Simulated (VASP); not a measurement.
# Si7Ni4 (P-43m) in VASP: notebook

Si7Ni4 is run at these levels: PBE; tasks: single point, relaxation of volume and atoms at fixed shape.

All numbers are computed with VASP 6.6.1; they aren't measurements. Logs are shortened: lines on timing, memory, paths and dates and some standing lists are left out, and cuts for length are marked.

## Step 1: The cell of the first run

Symmetry: P-43m, No. 215, cubic system. Conventional cell: a = 5.373 Å, b = 5.373 Å, c = 5.373 Å, α = 90.00°, β = 90.00°, γ = 90.00°. Within 3.1 Å of Ni (site symmetry 3m) lie 7 Si at 2.32 to 2.33 Å. Within 3.1 Å of Si (site symmetry -43m) lie 4 Ni at 2.32 Å and 6 Si at 2.69 Å. Si (site symmetry -42m) has 4 Ni at 2.33 Å and 6 Si at 2.69 Å within 3.1 Å. Si (site symmetry -42m) has 4 Ni at 2.33 Å and 4 Si at 2.69 Å within 3.1 Å.

## Step 2: Single point, PBE

INCAR

```
SYSTEM = Si7Ni4
PREC = Accurate
ENCUT = 520
EDIFF = 1E-7
ISMEAR = 1
SIGMA = 0.1
LREAL = .False.
LASPH = .True.
NELM = 80
ALGO = Normal
ISIF = 2
LWAVE = .False.
LCHARG = .False.
GGA = PE
NBANDS = 45
```

KPOINTS

```
Automatic mesh
0
Gamma
  8 8 8
  0 0 0
```

POSCAR

```
Si7Ni4
1.0
    5.3725458756      0.0000000000      0.0000000000
    0.0000000000      5.3725458756      0.0000000000
    0.0000000000      0.0000000000      5.3725458756
Ni Si
4 7
Direct
   -0.0004238435     -0.0004238435     -0.0004238435
   -0.0004238435      0.5004238435      0.5004238435
    0.5004238435     -0.0004238435      0.5004238435
    0.5004238435      0.5004238435     -0.0004238435
    0.7500000000      0.7500000000      0.7500000000
    0.2500000000      0.7500000000      0.7500000000
    0.7500000000      0.2500000000      0.2500000000
    0.7500000000      0.2500000000      0.7500000000
    0.2500000000      0.7500000000      0.2500000000
    0.7500000000      0.7500000000      0.2500000000
    0.2500000000      0.2500000000      0.7500000000
```

Potentials or basis: VASP PAW PBE potentials, release 64 (Ni, Si).

Launch:

```
$ cat potpaw_PBE.64/Ni/POTCAR potpaw_PBE.64/Si/POTCAR > POTCAR
$ mpirun -np 1 vasp_std > vasp.out
```

OUTCAR:

```text
SYSTEM = Si7Ni4
   PREC = Accurate
   ENCUT = 520
   EDIFF = 1E-7
   ISMEAR = 1
   LREAL = .False.
   LASPH = .True.
   NELM = 80
   ISIF = 2
   GGA = PE

 ion  position               nearest neighbor table
   1  1.000  1.000  1.000-   5 2.32   6 2.33   8 2.33  10 2.33   9 2.33   7 2.33  11 2.33
   2  1.000  0.500  0.500-   5 2.32   6 2.33   8 2.33  10 2.33   9 2.33   7 2.33  11 2.33
   3  0.500  1.000  0.500-   5 2.32   6 2.33   8 2.33  10 2.33   9 2.33   7 2.33  11 2.33
   4  0.500  0.500  1.000-   5 2.32   6 2.33   8 2.33  10 2.33   9 2.33   7 2.33  11 2.33
   5  0.750  0.750  0.750-   1 2.32   2 2.32   3 2.32   4 2.32   6 2.69   8 2.69  10 2.69  10 2.69
                             8 2.69   6 2.69
   6  0.250  0.750  0.750-   1 2.33   2 2.33   3 2.33   4 2.33   5 2.69   9 2.69  11 2.69   9 2.69
                            11 2.69   5 2.69
   7  0.750  0.250  0.250-   1 2.33   2 2.33   3 2.33   4 2.33   8 2.69  10 2.69   8 2.69  10 2.69

   8  0.750  0.250  0.750-   1 2.33   2 2.33   3 2.33   4 2.33   5 2.69   7 2.69  11 2.69   7 2.69
                             5 2.69  11 2.69
   9  0.250  0.750  0.250-   1 2.33   2 2.33   3 2.33   4 2.33   6 2.69  10 2.69   6 2.69  10 2.69

  10  0.750  0.750  0.250-   1 2.33   2 2.33   3 2.33   4 2.33   5 2.69   7 2.69   9 2.69   5 2.69
                             7 2.69   9 2.69
  11  0.250  0.250  0.750-   1 2.33   2 2.33   3 2.33   4 2.33   6 2.69   8 2.69   6 2.69   8 2.69

  LATTYP: Found a simple cubic cell.
 ALAT       =     5.3725458756

  Lattice vectors:

 A1 = (   5.3725458756,   0.0000000000,   0.0000000000)
 A2 = (   0.0000000000,   5.3725458756,   0.0000000000)
 A3 = (   0.0000000000,   0.0000000000,   5.3725458756)

Analysis of symmetry for initial positions (statically):
=====================================================================
 Subroutine PRICEL returns:
 Original cell was already a primitive cell.

 Routine SETGRP: Setting up the symmetry group for a
 simple cubic supercell.

 Subroutine GETGRP returns: Found 24 space group operations
 (whereof  6 operations were pure point group operations)
 out of a pool of 48 trial point group operations.

The static configuration has the point symmetry C_3v.
 The point group associated with its full space group is T_d .

Analysis of symmetry for dynamics (positions and initial velocities):
=====================================================================
 Subroutine PRICEL returns:
 Original cell was already a primitive cell.

 Routine SETGRP: Setting up the symmetry group for a
 simple cubic supercell.

 Subroutine GETGRP returns: Found 24 space group operations
 (whereof  6 operations were pure point group operations)
 out of a pool of 48 trial point group operations.

The dynamic configuration has the point symmetry C_3v.
 The point group associated with its full space group is T_d .

 Subroutine INISYM returns: Found 24 space group operations
 (whereof  6 operations are pure point group operations),
 and found     1 'primitive' translations

----------------------------------------------------------------------------------------

                                     Primitive cell

  volume of cell :     155.0745

  direct lattice vectors                    reciprocal lattice vectors
     5.372545876  0.000000000  0.000000000     0.186131496  0.000000000  0.000000000
     0.000000000  5.372545876  0.000000000     0.000000000  0.186131496  0.000000000
     0.000000000  0.000000000  5.372545876     0.000000000  0.000000000  0.186131496

  length of vectors
     5.372545876  5.372545876  5.372545876     0.186131496  0.186131496  0.186131496

  position of ions in fractional coordinates (direct lattice)
     0.999576156  0.999576156  0.999576156
     0.999576156  0.500423844  0.500423844
     0.500423844  0.999576156  0.500423844
     0.500423844  0.500423844  0.999576156
     0.750000000  0.750000000  0.750000000
     0.250000000  0.750000000  0.750000000
     0.750000000  0.250000000  0.250000000
     0.750000000  0.250000000  0.750000000
     0.250000000  0.750000000  0.250000000
     0.750000000  0.750000000  0.250000000
     0.250000000  0.250000000  0.750000000

  ion indices of the primitive-cell ions
   primitive index   ion index
                 1           1
                 2           2
                 3           3
                 4           4
                 5           5
                 6           6
                 7           7
                 8           8
                 9           9
                10          10
                11          11

----------------------------------------------------------------------------------------

 KPOINTS: Automatic mesh

Automatic generation of k-mesh.
 Grid dimensions read from file:
 generate k-points for:    8    8    8

 Generating k-lattice:

  Cartesian coordinates                     Fractional coordinates (reciprocal lattice)
     0.023266437  0.000000000  0.000000000     0.125000000  0.000000000  0.000000000
     0.000000000  0.023266437  0.000000000     0.000000000  0.125000000  0.000000000
     0.000000000  0.000000000  0.023266437     0.000000000  0.000000000  0.125000000

  Length of vectors
     0.023266437  0.023266437  0.023266437

  Shift w.r.t. Gamma in fractional coordinates (k-lattice)
     0.000000000  0.000000000  0.000000000

 Subroutine IBZKPT returns following result:
 ===========================================

 Found     35 irreducible k-points:

 Following reciprocal coordinates:
            Coordinates               Weight
  0.000000  0.000000  0.000000      1.000000
  0.125000  0.000000  0.000000      6.000000
  0.250000  0.000000  0.000000      6.000000
  0.375000  0.000000  0.000000      6.000000
  0.500000  0.000000  0.000000      3.000000
  0.125000  0.125000  0.000000     12.000000
[... 16 lines left out ...]
  0.375000  0.375000  0.125000     24.000000
  0.500000  0.375000  0.125000     24.000000
 [... further k-points ...]
   k-points           NKPTS =     35   k-points in BZ     NKDIM =     35   number of bands    NBANDS=     45
   number of dos      NEDOS =    301   number of ions     NIONS =     11
   total plane-waves  NPLWV =  64000
   dimension x,y,z NGX =    40 NGY =   40 NGZ =   40
   dimension x,y,z NGXF=    80 NGYF=   80 NGZF=   80
   ions per type =               4   7
   NGX,Y,Z   is equivalent  to a cutoff of  12.38, 12.38, 12.38 a.u.
   NGXF,Y,Z  is equivalent  to a cutoff of  24.75, 24.75, 24.75 a.u.
 SYSTEM =  Si7Ni4
   PREC   = accura    normal or accurate (medium, high low for compatibility)
   ISTART =      0    job   : 0-new  1-cont  2-samecut
   ICHARG =      2    charge: 1-file 2-atom 10-const
   ISPIN  =      1    spin polarized calculation?
   LNONCOLLINEAR =      F non collinear calculations
   LSORBIT =      F    spin-orbit coupling
   LASPH  =      T    aspherical Exc in radial PAW
   ENCUT  =  520.0 eV  38.22 Ry    6.18 a.u.   9.99  9.99  9.99*2*pi/ulx,y,z
   NELM   =     80;   NELMIN=  2; NELMDL= -5     # of ELM steps
   EDIFF  = 0.1E-06   stopping-criterion for ELM
   LREAL  =      F    real-space projection
   EDIFFG = 0.1E-05   stopping-criterion for IOM
   NSW    =      0    number of steps for IOM
   IBRION =     -1    ionic relax: 0-MD 1-quasi-New 2-CG
   NFREE  =      0    steps in history (QN), initial steepest desc. (CG)
   ISIF   =      2    stress and relaxation
   ISYM   =      2    0-nonsym 1-usesym 2-fastsym
   POTIM  = 0.5000    time-step for ionic-motion
   TEBEG  =    0.0;   TEEND  =   0.0 temperature during run
   PSTRESS=    0.0 pullay stress
   NELECT =      68.0000    total number of electrons
   NUPDOWN=      -1.0000    fix difference up-down
   EMIN   =  10.00;   EMAX   =-10.00  energy-range for DOS
   EFERMI =   0.00;   METHOD = LEGACY
   ISMEAR =     1;   SIGMA  =   0.10  broadening in eV -4-tet -1-fermi 0-gaus
   EFERMI_NEDOS =   21; number of points for ismear=-14 and -15
   IALGO  =     38    algorithm
   IMIX   =      4    mixing-type and parameters
     AMIX     =   0.40;   BMIX     =  1.00
     AMIX_MAG =   1.60;   BMIX_MAG =  1.00
  volume/ion in A,a.u.               =      14.10        95.14
  Fermi-wavevector in a.u.,A,eV,Ry     =   1.243744  2.350335 21.046841  1.546899
  Thomas-Fermi vector in A             =   2.378041
   LORBIT       =      0    0 simple, 1 ext, 2 COOP (PROOUT), +10 PAW based schemes
   GGA     = PE    functional components
   LHFCALC =     F    Hartree Fock is set to
   AEXX    =    0.0000 exact exchange contribution
   IVDW    =     0    specifies the selected vdW correction
   LEPSILON=     F    determine dielectric tensor
   LRPA    =     F    only Hartree local field effects (RPA)
 non-spin polarized calculation
 Methfessel and Paxton  Order N= 1 SIGMA  =   0.10
  energy-cutoff  :      520.00
  volume of cell :      155.07
 maximum number of plane-waves:      4224
 NGX is ok and might be reduce to    40
   NGX = 19   NGY = 19   NGZ = 19

 number of electron      67.9999945 magnetization

 Free energy of the ion-electron system (eV)
  ---------------------------------------------------
  ext. energy  EPLUGINS =         0.00000000
  ---------------------------------------------------
  free energy    TOTEN  =       -62.90081213 eV

  energy without entropy =      -62.89841276  energy(sigma->0) =      -62.90001234

 E-fermi :   8.8762     XC(G=0): -11.2154

 val. band max:        8.8748096178   @ k =   0.3750   0.1250   0.0000
 cond. band min:       8.8949882092   @ k =   0.2500   0.2500   0.0000
 fundamental gap:      0.0201785914
 Fermi energy:         8.8761545273

 k-point     1 :       0.0000    0.0000    0.0000
  band No.  band energies     occupation
      1      -4.1824      2.00000
      2      -0.4176      2.00000
      3      -0.4176      2.00000
      4       0.6038      2.00000
      5       1.6400      2.00000
      6       1.6400      2.00000
[... 37 lines left out ...]
     44      12.6259      0.00000
     45      12.6259      0.00000
[... 1063 lines left out ...]
      5       0.6006      2.00000
      6       1.3009      2.00000
[... 37 lines left out ...]
     44      12.8938      0.00000
     45      14.0681      0.00000

 [... further k-points ...]

------------------------ aborting loop because EDIFF is reached ----------------------------------------

  FORCE on cell =-STRESS in cart. coord.  units (eV):
  Direction    XX          YY          ZZ          XY          YZ          ZX
  --------------------------------------------------------------------------------------
  -------------------------------------------------------------------------------------
  Total       -0.0026890     -0.0026890     -0.0026890      0.0000000      0.0000000     -0.0000000
  in kB       -0.0277819     -0.0277819     -0.0277819      0.0000000      0.0000000     -0.0000000
  external PRESSURE =      -0.0277819 kB  Pullay stress =       0.0000000 kB

 VOLUME and BASIS-vectors are now :
 -----------------------------------------------------------------------------
  energy-cutoff  :      520.00
  volume of cell :      155.07
      direct lattice vectors                 reciprocal lattice vectors
     5.372545876  0.000000000  0.000000000     0.186131496  0.000000000  0.000000000
     0.000000000  5.372545876  0.000000000     0.000000000  0.186131496  0.000000000
     0.000000000  0.000000000  5.372545876     0.000000000  0.000000000  0.186131496

 POSITION                                       TOTAL-FORCE (eV/Angst)
 -----------------------------------------------------------------------------------
      5.37027      5.37027      5.37027         0.011756      0.011756      0.011756
      5.37027      2.68855      2.68855         0.011756     -0.011756     -0.011756
      2.68855      5.37027      2.68855        -0.011756      0.011756     -0.011756
      2.68855      2.68855      5.37027        -0.011756     -0.011756      0.011756
      4.02941      4.02941      4.02941        -0.000000     -0.000000     -0.000000
      1.34314      4.02941      4.02941        -0.000000      0.000000     -0.000000
      4.02941      1.34314      1.34314        -0.000000     -0.000000     -0.000000
      4.02941      1.34314      4.02941        -0.000000     -0.000000     -0.000000
      1.34314      4.02941      1.34314        -0.000000     -0.000000     -0.000000
      4.02941      4.02941      1.34314        -0.000000      0.000000     -0.000000
      1.34314      1.34314      4.02941        -0.000000     -0.000000     -0.000000
 -----------------------------------------------------------------------------------
    total drift:                               -0.000000     -0.000000      0.000000

  FREE ENERGIE OF THE ION-ELECTRON SYSTEM (eV)
  ---------------------------------------------------
  free  energy   TOTEN  =       -62.9008121289 eV

  energy  without entropy=      -62.8984127625  energy(sigma->0) =      -62.90001234
```

Run time: 3.5 min. Hardware: 1 thread of Intel Xeon Platinum 8488C (Sapphire Rapids), shared host; peak memory 0.34 GiB.

What came out:

```
Free energy            : -62.9008 eV
Pressure               : 0.0 GPa
Largest force          : 0.020 eV/Å
Band gap on the k mesh : zero (bands 34 and 35 overlap by 0.98 eV)
```

Forces on the atoms (eV/Å):
```
Ni   0.012  0.012  0.012
Ni   0.012 -0.012 -0.012
Ni  -0.012  0.012 -0.012
Ni  -0.012 -0.012  0.012
Si   0.000  0.000  0.000
Si   0.000  0.000  0.000
Si   0.000  0.000  0.000
Si   0.000  0.000  0.000
Si   0.000  0.000  0.000
Si   0.000  0.000  0.000
Si   0.000  0.000  0.000
```

Levels at points of the mesh, in eV from the Fermi level:
```csv
k point,band 30,band 31,band 32,band 33,band 34,band 35,band 36,band 37,band 38,band 39
"(0.00, 0.00, 0.00)",-2.49,-1.68,-1.68,-1.68,0.24,0.24,0.30,2.17,2.17,2.17
"(0.50, 0.00, 0.00)",-1.77,-1.00,-1.00,-0.96,-0.09,0.08,0.08,0.25,1.74,2.50
"(0.50, 0.50, 0.00)",-2.08,-1.63,-1.18,-0.55,-0.25,0.30,0.30,1.87,2.05,2.05
"(0.50, 0.50, 0.50)",-0.90,-0.90,-0.32,-0.32,0.58,0.58,0.58,2.41,2.41,2.41
```

Spin polarisation is off, so any magnetic state and its effect on volume and gap are missing.

## Step 3: Relaxation of volume and atoms at fixed shape, PBE

This run uses another cell than the first one, of 14.56 Å³/atom.

INCAR

```
ALGO     = Normal         # electronic algorithm
EDIFF    = 1E-6           # SCF threshold, eV
EDIFFG   = -0.01          # ionic threshold
ENCUT    = 600            # plane-wave cutoff, eV
GGA      = PE             # functional
IBRION   = 2              # ionic algorithm
ISIF     = 8              # what is computed and relaxed
ISMEAR   = 1              # smearing method
LASPH    = T              # aspherical terms in the spheres
LCHARG   = F              # write CHGCAR
LREAL    = F              # projectors in reciprocal space
LWAVE    = F              # write WAVECAR
NELM     = 100            # most SCF steps
NSW      = 80             # ionic steps
PREC     = Accurate       # precision mode
SIGMA    = 0.1            # smearing width, eV
```

KPOINTS

```
k-points
0
Gamma
  8 8 8
```

POSCAR

```
Si7Ni4
1.0
    5.4310000000      0.0000000000      0.0000000000
    0.0000000000      5.4310000000      0.0000000000
    0.0000000000      0.0000000000      5.4310000000
Ni Si
4 7
Direct
    0.0000000000      0.0000000000      0.0000000000
    0.0000000000      0.5000000000      0.5000000000
    0.5000000000      0.0000000000      0.5000000000
    0.5000000000      0.5000000000      0.0000000000
    0.7500000000      0.7500000000      0.7500000000
    0.2500000000      0.7500000000      0.7500000000
    0.7500000000      0.2500000000      0.2500000000
    0.7500000000      0.2500000000      0.7500000000
    0.2500000000      0.7500000000      0.2500000000
    0.7500000000      0.7500000000      0.2500000000
    0.2500000000      0.2500000000      0.7500000000
```

Potentials or basis: VASP PAW PBE potentials, release 64 (Ni, Si).

Launch:

```
$ cat potpaw_PBE.64/Ni/POTCAR potpaw_PBE.64/Si/POTCAR > POTCAR
$ mpirun -np 1 vasp_std > vasp.out
```

Run time: 32 min. Hardware: 1 thread of Intel Xeon Platinum 8488C (Sapphire Rapids), shared host; peak memory 0.48 GiB.

It converged, with:

```yaml
Free_energy: -62.9013 eV
Relaxed_volume: 14.09 Å³/atom
Relaxed_cell: a = 5.372 Å, b = 5.372 Å, c = 5.372 Å, α = 90.00°, β = 90.00°, γ = 90.00°
Space_group_after_relaxing_to_0.1_Å: P-43m (No. 215)
Energy_gained_by_relaxing: 6.6 meV/atom
Ionic_steps: 15
Pressure_after_relaxing: 0.0 GPa
Band_gap_on_the_k_mesh: zero (bands 34 and 35 overlap by 0.98 eV)
```

Step by step:
| step | energy change (eV) | largest force (eV/Å) | pressure (GPa) | volume (Å³) |
| --- | --- | --- | --- | --- |
| 1 | 0.0000 | 0.1298 | -4.41 | 160.19 |
| 2 | -0.0243 | 0.1483 | 3.94 | 151.07 |
| 3 | -0.0725 | 0.0149 | -0.04 | 155.08 |
| 4 | -0.0725 | 0.0178 | -0.06 | 154.98 |
| 5 | -0.0604 | 0.0811 | 2.01 | 153.02 |
| 6 | -0.0725 | 0.0211 | 0.15 | 154.88 |
| 7 | -0.0725 | 0.0055 | -0.13 | 155.16 |
| 8 | -0.0726 | 0.0115 | -0.15 | 155.05 |
| 9 | -0.0726 | 0.0151 | -0.01 | 154.98 |
| 10 | -0.0726 | 0.0149 | 0.10 | 154.99 |
| 11 | -0.0726 | 0.0133 | 0.01 | 155.02 |
| 12 | -0.0726 | 0.0128 | 0.05 | 155.03 |
| 13 | -0.0726 | 0.0124 | 0.06 | 155.04 |
| 14 | -0.0726 | 0.0120 | 0.02 | 155.04 |
| 15 | -0.0726 | 0.0095 | 0.02 | 155.04 |

Final structure:
```yaml
crystal:
  lattice:
    - [5.37214, 0.00000, 0.00000]
    - [0.00000, 5.37214, 0.00000]
    - [0.00000, 0.00000, 5.37214]
  atoms:
    - { symbol: Ni, position: [0.99972, 0.99972, 0.99972] }
    - { symbol: Ni, position: [0.99972, 0.50028, 0.50028] }
    - { symbol: Ni, position: [0.50028, 0.99972, 0.50028] }
    - { symbol: Ni, position: [0.50028, 0.50028, 0.99972] }
    - { symbol: Si, position: [0.75000, 0.75000, 0.75000] }
    - { symbol: Si, position: [0.25000, 0.75000, 0.75000] }
    - { symbol: Si, position: [0.75000, 0.25000, 0.25000] }
    - { symbol: Si, position: [0.75000, 0.25000, 0.75000] }
    - { symbol: Si, position: [0.25000, 0.75000, 0.25000] }
    - { symbol: Si, position: [0.75000, 0.75000, 0.25000] }
    - { symbol: Si, position: [0.25000, 0.25000, 0.75000] }
```

Levels at points of the mesh, in eV from the Fermi level:
| k point | band 32 | band 33 | band 34 | band 35 | band 36 | band 37 |
| --- | --- | --- | --- | --- | --- | --- |
| (0.00, 0.00, 0.00) | -1.67 | -1.67 | 0.24 | 0.24 | 0.30 | 2.17 |
| (0.50, 0.00, 0.00) | -1.00 | -0.96 | -0.09 | 0.08 | 0.08 | 0.25 |
| (0.50, 0.50, 0.00) | -1.18 | -0.55 | -0.25 | 0.30 | 0.30 | 1.87 |
| (0.50, 0.50, 0.50) | -0.33 | -0.33 | 0.58 | 0.58 | 0.58 | 2.41 |

Spin polarisation is off, so any magnetic state and its effect on volume and gap are missing.

The gap in the log of VASP goes by the Fermi energy; the results here count the filled bands.